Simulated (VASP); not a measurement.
Wanted: the native input for a VASP 6.6.1 run.

```yaml
Task: single point
Functional: r2SCAN
Potentials_or_basis: VASP PAW PBE potentials, release 64 (Hf_pv, N)
Cutoff: 520 eV
k_mesh: 6 × 6 × 6
Occupations: gaussian, width 0.1 eV
Spin: no spin polarisation
Dipole_correction: no
Further_INCAR_settings: ALGO = Normal; EDIFF = 1e-06; NBANDS = 28
```

The system is Hf3N2.

```
CELL_PARAMETERS angstrom
1.60433 0.92626 7.76763
-1.60433 0.92626 7.76763
0.00000 -1.85252 7.76763
ATOMIC_POSITIONS crystal
Hf 0.77962 0.77962 0.77962
Hf 0.22038 0.22038 0.22038
Hf 0.00000 0.00000 0.00000
N 0.61206 0.61206 0.61206
N 0.38794 0.38794 0.38794
```

The input as run:

POSCAR

```
Hf3N2
1.0
    1.6043301356      0.9262604357      7.7676307455
   -1.6043301356      0.9262604357      7.7676307455
    0.0000000000     -1.8525208713      7.7676307455
Hf N
3 2
Direct
    0.7796155557      0.7796155557      0.7796155557
    0.2203844443      0.2203844443      0.2203844443
    0.0000000000      0.0000000000      0.0000000000
    0.6120645471      0.6120645471      0.6120645471
    0.3879354529      0.3879354529      0.3879354529
```

INCAR.step1

```
ALGO = Normal ; EDIFF = 1E-4
ENCUT = 520 ; GGA = PE
ISMEAR = 0 ; LASPH = True
LCHARG = False ; LREAL = False
LWAVE = True ; NBANDS = 28
NELM = 100 ; PREC = Accurate
SIGMA = 0.1
```

INCAR.step2

```
ALGO = Normal ; EDIFF = 1E-6
ENCUT = 520 ; ISIF = 2
ISMEAR = 0 ; ISTART = 1
LASPH = True ; LCHARG = False
LMIXTAU = True ; LREAL = False
LWAVE = False ; METAGGA = R2SCAN
NBANDS = 28 ; NELM = 100
PREC = Accurate ; SIGMA = 0.1
```

KPOINTS

```
k-points
0
Gamma
  6 6 6
```

Potentials or basis: VASP PAW PBE potentials, release 64 (Hf_pv, N).

Command:

```console
$ cat potpaw_PBE.64/Hf_pv/POTCAR potpaw_PBE.64/N/POTCAR > POTCAR
$ cp INCAR.step1 INCAR
$ mpirun -np 1 vasp_std > vasp.out
$ cp INCAR.step2 INCAR
$ mpirun -np 1 vasp_std > vasp.out
```

Results of the run:

```
Pressure               : -1.9 GPa
Largest force          : 0.070 eV/Å
Band gap on the k mesh : zero (bands 20 and 21 overlap by 1.34 eV)
```

Caveat: the k points lie up to 0.38 Å⁻¹ apart, too coarse for converged energies and pressures of a metal; the PAW data sets were made with another functional, which shifts forces and pressure a little; spin-orbit coupling is left out, which moves the levels of the heavy elements.

Run time: 40 min on 1 thread of Intel Xeon 8259CL, with other jobs on the host, peak memory 0.57 GiB.
